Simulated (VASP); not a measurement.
Runs of VASP 6.6.1 on Cs. The structure is that of space group Im-3m (No. 229), or close to it. The cells are those of the table. 

```csv
cell,k mesh,gap on the mesh (eV),pressure (GPa)
"a = 5.343 Å, angles 109.5°, 1 atom",10 × 10 × 10,none,0.0
"a = 4.960 Å, angles 109.5°, 1 atom",12 × 12 × 12,none,(b)
"a = 5.271 Å, angles 109.5°, 1 atom",10 × 10 × 10,none,0.1
"a = 5.197 Å, angles 109.5°, 1 atom",10 × 10 × 10,none,0.2
"a = 5.042 Å, angles 109.5°, 1 atom",12 × 12 × 12,none,0.4
"a = 5.414 Å, angles 109.5°, 1 atom",10 × 10 × 10,none,(a)
"a = 5.121 Å, angles 109.5°, 1 atom",12 × 12 × 12,none,0.3
```

Alike in all rows: task single point; level PBE; potentials or basis VASP PAW PBE potentials, release 64 (Cs_sv); no spin polarisation; cutoff (eV) 520; smearing gaussian 0.05 eV.

Fill in the values left out.

(a) -0.1; (b) 0.6.

Caveats: spin-orbit coupling is left out, which moves the levels of the heavy elements.

A k mesh can miss the band edges, and the runs leave out spin-orbit coupling on Cs.

A gap of «none» marks levels without a gap at the run's occupations.
